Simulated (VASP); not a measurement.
# SnO2 (P4_2/mnm) in VASP: settings compared

SnO2 is run at these levels: HSE06, PBE, r2SCAN; tasks: single point.

Program: VASP 6.6.1. These are calculated values, not measurements. Logs are shortened: lines on timing, memory, paths and dates and some standing lists are left out, and cuts for length are marked.

**1. The cell of the first run**

Symmetry: P4_2/mnm, No. 136, tetragonal system. The conventional cell has a = 4.951 Å, b = 4.951 Å, c = 3.328 Å, α = 90.00°, β = 90.00°, γ = 90.00°. Within 2.8 Å of Sn (site symmetry mmm) lie 6 O at 2.13 to 2.17 Å. Within 2.8 Å of O (site symmetry m2m) lie 3 Sn at 2.13 to 2.17 Å and 1 O at 2.67 Å.

**2. Single point, HSE06 (strain +4.0%)**

File POSCAR:

```
SnO2
1.0
    4.9509966735      0.0000000000      0.0000000000
    0.0000000000      4.9509966735      0.0000000000
    0.0000000000      0.0000000000      3.3280834819
Sn O
2 4
Direct
    0.0000000000      0.0000000000      0.0000000000
    0.5000000000      0.5000000000      0.5000000000
    0.3093312373      0.3093312373      0.0000000000
    0.1906687627      0.8093312373      0.5000000000
    0.8093312373      0.1906687627      0.5000000000
    0.6906687627      0.6906687627      0.0000000000
```

File INCAR.step1:

```
SYSTEM = SnO2
PREC = Accurate
ENCUT = 520
EDIFF = 1E-5
ISMEAR = -1
SIGMA = 0.02
LREAL = .FALSE.
LASPH = .TRUE.
NELM = 60
ALGO = Normal
ISIF = 2
LWAVE = .TRUE.
GGA = PE
NBANDS = 35
KPAR = 4
```

File INCAR.step2:

```
SYSTEM = SnO2
PREC = Accurate
ENCUT = 520
EDIFF = 1E-6
ISMEAR = -1
SIGMA = 0.02
LREAL = .FALSE.
LASPH = .TRUE.
NELM = 60
ALGO = Normal
ISIF = 2
LWAVE = .FALSE.
LCHARG = .TRUE.
GGA = PE
LHFCALC = .TRUE.
HFSCREEN = 0.2079
PRECFOCK = Fast
LVHAR = .TRUE.
ISTART = 1
NBANDS = 35
KPAR = 4
```

File KPOINTS:

```
regular mesh
0
G
  4 4 4
  0 0 0
```

Potentials or basis: VASP PAW PBE potentials, release 64 (Sn_d, O).

Command:

```bash
$ cat potpaw_PBE.64/Sn_d/POTCAR potpaw_PBE.64/O/POTCAR > POTCAR
$ cp INCAR.step1 INCAR
$ mpirun -np 4 vasp_std > vasp.out
$ cp INCAR.step2 INCAR
$ mpirun -np 4 vasp_std > vasp.out
```

OUTCAR:

```text
SYSTEM = SnO2
   PREC = Accurate
   ENCUT = 520
   EDIFF = 1E-6
   ISMEAR = -1
   LREAL = .FALSE.
   LASPH = .TRUE.
   NELM = 60
   ISIF = 2
   GGA = PE
   LHFCALC = .TRUE.
   HFSCREEN = 0.2079
   PRECFOCK = Fast
   ISTART = 1

 ion  position               nearest neighbor table
   1  0.000  0.000  0.000-   4 2.13   5 2.13   4 2.13   5 2.13   3 2.17   6 2.17
   2  0.500  0.500  0.500-   3 2.13   6 2.13   3 2.13   6 2.13   5 2.17   4 2.17
   3  0.309  0.309  0.000-   2 2.13   2 2.13   1 2.17
   4  0.191  0.809  0.500-   1 2.13   1 2.13   2 2.17
   5  0.809  0.191  0.500-   1 2.13   1 2.13   2 2.17
   6  0.691  0.691  0.000-   2 2.13   2 2.13   1 2.17

  LATTYP: Found a simple tetragonal cell.
 ALAT       =     4.9509966735
 C/A-ratio  =     0.6722047501

  Lattice vectors:

 A1 = (   4.9509966735,   0.0000000000,   0.0000000000)
 A2 = (   0.0000000000,   4.9509966735,   0.0000000000)
 A3 = (   0.0000000000,   0.0000000000,   3.3280834819)

Analysis of symmetry for initial positions (statically):
=====================================================================
 Subroutine PRICEL returns:
 Original cell was already a primitive cell.

 Routine SETGRP: Setting up the symmetry group for a
 simple tetragonal supercell.

 Subroutine GETGRP returns: Found 16 space group operations
 (whereof  8 operations were pure point group operations)
 out of a pool of 16 trial point group operations.

The static configuration has the point symmetry D_2h.
 The point group associated with its full space group is D_4h.

Analysis of symmetry for dynamics (positions and initial velocities):
=====================================================================
 Subroutine PRICEL returns:
 Original cell was already a primitive cell.

 Routine SETGRP: Setting up the symmetry group for a
 simple tetragonal supercell.

 Subroutine GETGRP returns: Found 16 space group operations
 (whereof  8 operations were pure point group operations)
 out of a pool of 16 trial point group operations.

The dynamic configuration has the point symmetry D_2h.
 The point group associated with its full space group is D_4h.

[... 102 lines left out ...]
   NSW    =      0    number of steps for IOM
   IBRION =     -1    ionic relax: 0-MD 1-quasi-New 2-CG
   NFREE  =      0    steps in history (QN), initial steepest desc. (CG)
   ISIF   =      2    stress and relaxation
   ISYM   =      3    0-nonsym 1-usesym 2-fastsym
   POTIM  = 0.5000    time-step for ionic-motion
   TEBEG  =    0.0;   TEEND  =   0.0 temperature during run
   PSTRESS=    0.0 pullay stress
   NELECT =      52.0000    total number of electrons
   NUPDOWN=      -1.0000    fix difference up-down
   EMIN   =  10.00;   EMAX   =-10.00  energy-range for DOS
   EFERMI =   0.00;   METHOD = LEGACY
   ISMEAR =    -1;   SIGMA  =   0.02  broadening in eV -4-tet -1-fermi 0-gaus
   EFERMI_NEDOS =   21; number of points for ismear=-14 and -15
   IALGO  =     38    algorithm
   IMIX   =      1    mixing-type and parameters
     AMIX     =   0.40;   BMIX     =  1.00
     AMIX_MAG =   1.60;   BMIX_MAG =  1.00
  volume/ion in A,a.u.               =      13.60        91.75
  Fermi-wavevector in a.u.,A,eV,Ry     =   1.408908  2.662451 27.007879  1.985023
  Thomas-Fermi vector in A             =   2.531018
   LORBIT       =      0    0 simple, 1 ext, 2 COOP (PROOUT), +10 PAW based schemes
   GGA     = PE    functional components
   LHFCALC =     T    Hartree Fock is set to
   PRECFOCK=fast      Normal, Fast or Accurate (Low or Medium for compatibility)
   ENCUT4O =  -1.0   cutoff for four orbital integrals eV
   NKREDX  =     1    reduce k-point grid by
   NKREDY  =     1    reduce k-point grid by
   NKREDZ  =     1    reduce k-point grid by
   AEXX    =    0.2500 exact exchange contribution
   HFSCREEN=    0.2079 screening length (either q_TF or 0.3 A-1)
   HFSCREENC=   0.2079 screening length for correlation (either q_TF or 0.3 A-1)
   ENCUTFOCK=  -1.0 apply spherical cutoff to Coloumb kernel
   IVDW    =     0    specifies the selected vdW correction
   LEPSILON=     F    determine dielectric tensor
   LRPA    =     F    only Hartree local field effects (RPA)
 non-spin polarized calculation
  energy-cutoff  :      520.00
  volume of cell :       81.58
 maximum number of plane-waves:      2216
 NGX is ok and might be reduce to    40
  NGX = 20; NGY = 20; NGZ = 14

 number of electron      52.0000002 magnetization

 Free energy of the ion-electron system (eV)
  ---------------------------------------------------
  ext. energy  EPLUGINS =         0.00000000
  ---------------------------------------------------
  free energy    TOTEN  =       -46.74745341 eV

  energy without entropy =      -46.74745341  energy(sigma->0) =      -46.74745341

 E-fermi :   3.8570     XC(G=0):  -8.6874

 val. band max:        3.3593814629   @ k =   0.0000   0.0000   0.0000
 cond. band min:       4.8865842339   @ k =   0.0000   0.0000   0.0000
 fundamental gap:      1.5272027709
 Fermi energy:         3.8570190487

 k-point     1 :       0.0000    0.0000    0.0000
  band No.  band energies     occupation
      1     -18.9790      2.00000
      2     -18.4084      2.00000
      3     -18.2612      2.00000
      4     -18.2612      2.00000
      5     -18.2465      2.00000
      6     -18.1946      2.00000
[... 673 lines left out ...]
     34      15.6056      0.00000
     35      17.7872      0.00000

------------------------ aborting loop because EDIFF is reached ----------------------------------------

  FORCE on cell =-STRESS in cart. coord.  units (eV):
  Direction    XX          YY          ZZ          XY          YZ          ZX
  --------------------------------------------------------------------------------------
  -------------------------------------------------------------------------------------
  Total       -8.6984543     -8.6984543    -12.2906541     -0.0000000      0.0000000      0.0000000
  in kB     -170.8335577   -170.8335577   -241.3826756     -0.0000000      0.0000000      0.0000000
  external PRESSURE =    -194.3499303 kB  Pullay stress =       0.0000000 kB

 VOLUME and BASIS-vectors are now :
 -----------------------------------------------------------------------------
  energy-cutoff  :      520.00
  volume of cell :       81.58
      direct lattice vectors                 reciprocal lattice vectors
     4.950996673  0.000000000  0.000000000     0.201979534  0.000000000  0.000000000
     0.000000000  4.950996673  0.000000000     0.000000000  0.201979534  0.000000000
     0.000000000  0.000000000  3.328083482     0.000000000  0.000000000  0.300473232

 POSITION                                       TOTAL-FORCE (eV/Angst)
 -----------------------------------------------------------------------------------
      0.00000      0.00000      0.00000         0.000000      0.000000      0.000000
      2.47550      2.47550      1.66404         0.000000      0.000000      0.000000
      1.53150      1.53150      0.00000         0.029277      0.029277      0.000000
      0.94400      4.00700      1.66404        -0.029277      0.029277      0.000000
      4.00700      0.94400      1.66404         0.029277     -0.029277      0.000000
      3.41950      3.41950      0.00000        -0.029277     -0.029277      0.000000
 -----------------------------------------------------------------------------------
    total drift:                                0.000004      0.000010      0.000001

  FREE ENERGIE OF THE ION-ELECTRON SYSTEM (eV)
  ---------------------------------------------------
  free  energy   TOTEN  =       -46.7474534130 eV

  energy  without entropy=      -46.7474534130  energy(sigma->0) =      -46.74745341
```

It took 20 min on 4 MPI ranks of Intel Xeon Platinum 8259CL at 2.50GHz (Skylake/Cascade Lake), shared host; peak memory 0.34 GiB.

What came out:

| Item | Value |
| --- | --- |
| Free energy | -46.7475 eV |
| Pressure | -19.4 GPa |
| Largest force | 0.041 eV/Å |
| Band gap on the k mesh | 1.53 eV |

Forces in eV/Å, atoms in the order of the input:
```
Sn   0.000  0.000  0.000
Sn   0.000  0.000  0.000
O    0.029  0.029  0.000
O   -0.029  0.029  0.000
O    0.029 -0.029  0.000
O   -0.029 -0.029  0.000
```

Stress tensor (GPa, compression positive):
```
-17.08   0.00   0.00
  0.00 -17.08   0.00
  0.00   0.00 -24.14
```

Caveat: the k points lie up to 0.47 Å⁻¹ apart; the cell differs from its parent crystal (strain +4.0%); the structure was generated, so it needn't be the stable form of SnO2; the PAW data sets were made with another functional, which shifts forces and pressure a little; spin-orbit coupling is left out, which moves the levels of the heavy elements.

**3. Single point, PBE (strain +4.0%)**

File INCAR:

```
SYSTEM = SnO2
  PREC = Accurate
  ENCUT = 520
  EDIFF = 1E-7
  ISMEAR = -1
  SIGMA = 0.02
  LREAL = .FALSE.
  LASPH = .TRUE.
  NELM = 100
  ALGO = Normal
  ISIF = 2
  LWAVE = .FALSE.
  LCHARG = .FALSE.
  GGA = PE
  NBANDS = 35
```

File KPOINTS:

```
Automatic mesh
0
G
  6 6 8
  0 0 0
```

POSCAR is that of step 2.

Potentials or basis: VASP PAW PBE potentials, release 64 (Sn_d, O).

Command:

```bash
$ cat potpaw_PBE.64/Sn_d/POTCAR potpaw_PBE.64/O/POTCAR > POTCAR
$ mpirun -np 1 vasp_std > vasp.out
```

OUTCAR:

```text
SYSTEM = SnO2
   PREC = Accurate
   ENCUT = 520
   EDIFF = 1E-7
   ISMEAR = -1
   LREAL = .FALSE.
   LASPH = .TRUE.
   NELM = 100
   ISIF = 2
   GGA = PE

 ion  position               nearest neighbor table
   1  0.000  0.000  0.000-   4 2.13   5 2.13   4 2.13   5 2.13   3 2.17   6 2.17
   2  0.500  0.500  0.500-   3 2.13   6 2.13   3 2.13   6 2.13   5 2.17   4 2.17
   3  0.309  0.309  0.000-   2 2.13   2 2.13   1 2.17
   4  0.191  0.809  0.500-   1 2.13   1 2.13   2 2.17
   5  0.809  0.191  0.500-   1 2.13   1 2.13   2 2.17
   6  0.691  0.691  0.000-   2 2.13   2 2.13   1 2.17

  LATTYP: Found a simple tetragonal cell.
 ALAT       =     4.9509966735
 C/A-ratio  =     0.6722047501

  Lattice vectors:

 A1 = (   4.9509966735,   0.0000000000,   0.0000000000)
 A2 = (   0.0000000000,   4.9509966735,   0.0000000000)
 A3 = (   0.0000000000,   0.0000000000,   3.3280834819)

Analysis of symmetry for initial positions (statically):
=====================================================================
 Subroutine PRICEL returns:
 Original cell was already a primitive cell.

 Routine SETGRP: Setting up the symmetry group for a
 simple tetragonal supercell.

 Subroutine GETGRP returns: Found 16 space group operations
 (whereof  8 operations were pure point group operations)
 out of a pool of 16 trial point group operations.

The static configuration has the point symmetry D_2h.
 The point group associated with its full space group is D_4h.

Analysis of symmetry for dynamics (positions and initial velocities):
=====================================================================
 Subroutine PRICEL returns:
 Original cell was already a primitive cell.

 Routine SETGRP: Setting up the symmetry group for a
 simple tetragonal supercell.

 Subroutine GETGRP returns: Found 16 space group operations
 (whereof  8 operations were pure point group operations)
 out of a pool of 16 trial point group operations.

[... 131 lines left out ...]
  Fermi-wavevector in a.u.,A,eV,Ry     =   1.408908  2.662451 27.007879  1.985023
  Thomas-Fermi vector in A             =   2.531018
   LORBIT       =      0    0 simple, 1 ext, 2 COOP (PROOUT), +10 PAW based schemes
   GGA     = PE    functional components
   LHFCALC =     F    Hartree Fock is set to
   AEXX    =    0.0000 exact exchange contribution
   IVDW    =     0    specifies the selected vdW correction
   LEPSILON=     F    determine dielectric tensor
   LRPA    =     F    only Hartree local field effects (RPA)
 non-spin polarized calculation
  energy-cutoff  :      520.00
  volume of cell :       81.58
 maximum number of plane-waves:      2220
 NGX is ok and might be reduce to    40
   NGX = 19   NGY = 19   NGZ = 13

 number of electron      52.0000002 magnetization

 Free energy of the ion-electron system (eV)
  ---------------------------------------------------
  ext. energy  EPLUGINS =         0.00000000
  ---------------------------------------------------
  free energy    TOTEN  =       -37.10252186 eV

  energy without entropy =      -37.10232632  energy(sigma->0) =      -37.10242409

 E-fermi :   4.6492     XC(G=0): -10.5720

 val. band max:        4.6132658119   @ k =   0.0000   0.0000   0.0000
 cond. band min:       4.6736038731   @ k =   0.0000   0.0000   0.0000
 fundamental gap:      0.0603380612
 Fermi energy:         4.6491666482

 k-point     1 :       0.0000    0.0000    0.0000
  band No.  band energies     occupation
      1     -16.2732      2.00000
      2     -15.7831      2.00000
      3     -15.6539      2.00000
      4     -15.6276      2.00000
      5     -15.6276      2.00000
      6     -15.5819      2.00000
[... 901 lines left out ...]
     34      15.9325      0.00000
     35      16.5131      0.00000

 [... further k-points ...]

------------------------ aborting loop because EDIFF is reached ----------------------------------------

  FORCE on cell =-STRESS in cart. coord.  units (eV):
  Direction    XX          YY          ZZ          XY          YZ          ZX
  --------------------------------------------------------------------------------------
  -------------------------------------------------------------------------------------
  Total       -4.7613942     -4.7613942     -6.7557854      0.0000000      0.0000000      0.0000000
  in kB      -93.5115458    -93.5115458   -132.6804528      0.0000000      0.0000000      0.0000000
  external PRESSURE =    -106.5678481 kB  Pullay stress =       0.0000000 kB

 VOLUME and BASIS-vectors are now :
 -----------------------------------------------------------------------------
  energy-cutoff  :      520.00
  volume of cell :       81.58
      direct lattice vectors                 reciprocal lattice vectors
     4.950996673  0.000000000  0.000000000     0.201979534  0.000000000  0.000000000
     0.000000000  4.950996673  0.000000000     0.000000000  0.201979534  0.000000000
     0.000000000  0.000000000  3.328083482     0.000000000  0.000000000  0.300473232

 POSITION                                       TOTAL-FORCE (eV/Angst)
 -----------------------------------------------------------------------------------
      0.00000      0.00000      0.00000         0.000000     -0.000000      0.000000
      2.47550      2.47550      1.66404         0.000000     -0.000000      0.000000
      1.53150      1.53150      0.00000        -0.055933     -0.055933     -0.000000
      0.94400      4.00700      1.66404         0.055933     -0.055933     -0.000000
      4.00700      0.94400      1.66404        -0.055933      0.055933      0.000000
      3.41950      3.41950      0.00000         0.055933      0.055933      0.000000
 -----------------------------------------------------------------------------------
    total drift:                               -0.000000      0.000000     -0.000000

  FREE ENERGIE OF THE ION-ELECTRON SYSTEM (eV)
  ---------------------------------------------------
  free  energy   TOTEN  =       -37.1025218561 eV

  energy  without entropy=      -37.1023263161  energy(sigma->0) =      -37.10242409
```

OSZICAR:

```text
N       E                     dE             d eps       ncg     rms          rms(c)
DAV:   1     0.627392406717E+03    0.62739E+03   -0.25667E+04  3886   0.222E+03
DAV:   2     0.584854766924E+02   -0.56891E+03   -0.53777E+03  3807   0.601E+02
DAV:   3    -0.378927689860E+02   -0.96378E+02   -0.94123E+02  3898   0.205E+02
DAV:   4    -0.430002206083E+02   -0.51075E+01   -0.50700E+01  4334   0.514E+01
DAV:   5    -0.431403259140E+02   -0.14011E+00   -0.13989E+00  4377   0.902E+00    0.151E+01
DAV:   6    -0.370739560028E+02    0.60664E+01   -0.17856E+01  5497   0.655E+01    0.587E+00
DAV:   7    -0.371392877914E+02   -0.65332E-01   -0.20129E+00  3971   0.802E+00    0.312E+00
DAV:   8    -0.371107760300E+02    0.28512E-01   -0.23305E-01  4648   0.361E+00    0.749E-01
DAV:   9    -0.371014872576E+02    0.92888E-02   -0.39546E-02  5295   0.247E+00    0.134E-01
DAV:  10    -0.371024724820E+02   -0.98522E-03   -0.48995E-03  4674   0.757E-01    0.582E-02
DAV:  11    -0.371025237585E+02   -0.51276E-04   -0.41763E-04  5681   0.218E-01    0.309E-02
DAV:  12    -0.371025254721E+02   -0.17136E-05   -0.34935E-05  3923   0.386E-02    0.194E-02
DAV:  13    -0.371025216954E+02    0.37767E-05   -0.11770E-05  4868   0.240E-02    0.195E-03
DAV:  14    -0.371025218203E+02   -0.12489E-06   -0.78537E-07  5122   0.870E-03    0.240E-03
DAV:  15    -0.371025218561E+02   -0.35821E-07   -0.36305E-08  2401   0.175E-03
   1 F= -.37102522E+02 E0= -.37102424E+02  d E =-.195540E-03
```

Wall time 54 s (1 thread of Intel Xeon 6975P-C (Granite Rapids), shared host); peak memory 0.26 GiB.

What came out:

| Quantity | Value |
| --- | --- |
| Free energy | -37.1025 eV |
| Pressure | -10.7 GPa |
| Largest force | 0.079 eV/Å |
| Band gap on the k mesh | 0.06 eV |

Forces on the atoms (eV/Å):
```
Sn   0.000  0.000  0.000
Sn   0.000  0.000  0.000
O   -0.056 -0.056  0.000
O    0.056 -0.056  0.000
O   -0.056  0.056  0.000
O    0.056  0.056  0.000
```

Stress tensor (GPa, compression positive):
```
 -9.35   0.00   0.00
  0.00  -9.35   0.00
  0.00   0.00 -13.27
```

Levels at points of the mesh, in eV from the valence-band top:
| k point | band 22 | band 23 | band 24 | band 25 | band 26 | band 27 | band 28 | band 29 | band 30 | band 31 |
| --- | --- | --- | --- | --- | --- | --- | --- | --- | --- | --- |
| (0.00, 0.00, 0.00) | -1.21 | -1.21 | -0.61 | -0.61 | 0.00 | 0.06 | 4.94 | 5.72 | 5.72 | 9.63 |
| (0.50, 0.00, 0.00) | -1.66 | -1.16 | -1.16 | -0.51 | -0.51 | 3.20 | 3.20 | 6.39 | 6.39 | 9.59 |
| (0.50, 0.50, 0.00) | -1.60 | -1.27 | -1.27 | -0.70 | -0.70 | 3.50 | 3.50 | 6.64 | 6.64 | 9.75 |
| (0.00, 0.00, 0.50) | -2.34 | -1.27 | -1.27 | -1.02 | -1.02 | 4.87 | 4.87 | 8.92 | 8.92 | 9.58 |
| (0.50, 0.00, 0.50) | -1.47 | -0.83 | -0.83 | -0.71 | -0.71 | 5.12 | 5.12 | 7.07 | 7.07 | 9.94 |
| (0.50, 0.50, 0.50) | -2.30 | -0.81 | -0.81 | -0.63 | -0.63 | 3.84 | 3.84 | 8.15 | 8.15 | 9.92 |

Caveat: the cell differs from its parent crystal (strain +4.0%); the cell stands under tension; the structure was generated, so it needn't be the stable form of SnO2; semilocal functionals underestimate gaps, and a narrow one can read as zero; spin-orbit coupling is left out, which moves the levels of the heavy elements.

(Continued in part 2 of 2.)
